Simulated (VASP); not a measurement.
Write the native input for VASP 6.6.1 that does the following.

```yaml
Task: electric field gradients
Functional: PBE
Potentials_or_basis: VASP PAW PBE potentials, release 64 (Nb_sv, Cd)
Cutoff: 520 eV
k_mesh: 8 × 8 × 8
Occupations: fermi-dirac, width 0.03 eV
Spin: no spin polarisation
Dipole_correction: no
Further_INCAR_settings: ALGO = Normal; EDIFF = 1e-08; NBANDS = 32
```

The structure of NbCd3 lies in POSCAR:

```
NbCd3
1.0
    4.2150000000      0.0000000000      0.0000000000
    0.0000000000      4.2150000000      0.0000000000
    0.0000000000      0.0000000000      4.2150000000
Nb Cd
1 3
Direct
    0.0000000000      0.0000000000      0.0000000000
    0.0000000000      0.5000000000      0.5000000000
    0.5000000000      0.0000000000      0.5000000000
    0.5000000000      0.5000000000      0.0000000000
```

One way to write it, as run:

INCAR

```
SYSTEM = NbCd3
PREC = Accurate
ENCUT = 520
EDIFF = 1E-8
ISMEAR = -1
SIGMA = 0.03
LREAL = .FALSE.
LASPH = .TRUE.
NELM = 100
ALGO = Normal
ISIF = 2
LWAVE = .FALSE.
LCHARG = .FALSE.
GGA = PE
LEFG = .TRUE.
NBANDS = 32
```

KPOINTS

```
Automatic mesh
0
G
  8 8 8
  0 0 0
```

Potentials or basis: VASP PAW PBE potentials, release 64 (Nb_sv, Cd).

Run with:

```sh
$ cat potpaw_PBE.64/Nb_sv/POTCAR potpaw_PBE.64/Cd/POTCAR > POTCAR
$ mpirun -np 1 vasp_std > vasp.out
```

Results of the run:

- Pressure: 7.7 GPa
- Band gap on the k mesh: zero (an odd number of electrons rules out a gap without spin polarisation)
- Largest electric field gradient by atom: Nb -0.0; Cd +112.3 V/Å²

Caveat: the cell stands under pressure; without QUAD_EFG the Cq values of the log hold for a quadrupole moment of 1 mb, not for the nuclei.

Wall time 41 s on 1 thread of Intel(R) Xeon(R) Platinum 8488C (Sapphire Rapids), on a shared host, peak memory 0.21 GiB.
